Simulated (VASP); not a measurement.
A run of VASP 6.6.1:

Contents of INCAR:

```
SYSTEM = Ni
PREC = Accurate ; ENCUT = 520
EDIFF = 1E-6 ; ISMEAR = 0
SIGMA = 0.15 ; LREAL = .False.
LASPH = .True. ; NELM = 150
ALGO = Normal ; ISIF = 2
LWAVE = .False. ; LCHARG = .True.
ISPIN = 2 ; MAGMOM = 0.875
LORBIT = 11 ; NUPDOWN = 0.875
LMAXMIX = 4 ; GGA = PE
LELF = .True. ; LVHAR = .True.
NBANDS = 15
```

File KPOINTS:

```
regular mesh
0
Gamma
  24 24 24
  0 0 0
```

The input POSCAR:

```
Ni
1.0
    0.0000000000      1.6465492621      1.6465492621
    1.6465492621      0.0000000000      1.6465492621
    1.6465492621      1.6465492621      0.0000000000
Ni
1
Direct
    0.0000000000      0.0000000000      0.0000000000
```

Potentials or basis: VASP PAW PBE potentials, release 64 (Ni).

Launch:

```sh
$ cat potpaw_PBE.64/Ni/POTCAR > POTCAR
$ mpirun -np 1 vasp_std > vasp.out
```

Hardware: 1 thread of Intel(R) Xeon(R) 6975P-C (Granite Rapids), on a shared host.

**Question.** Estimate the wall time of this run.

**Answer.** Run time: 46 s on 1 thread of Intel(R) Xeon(R) 6975P-C (Granite Rapids), on a shared host, peak memory 0.19 GiB. Counts: scf iterations 12, k points 413.
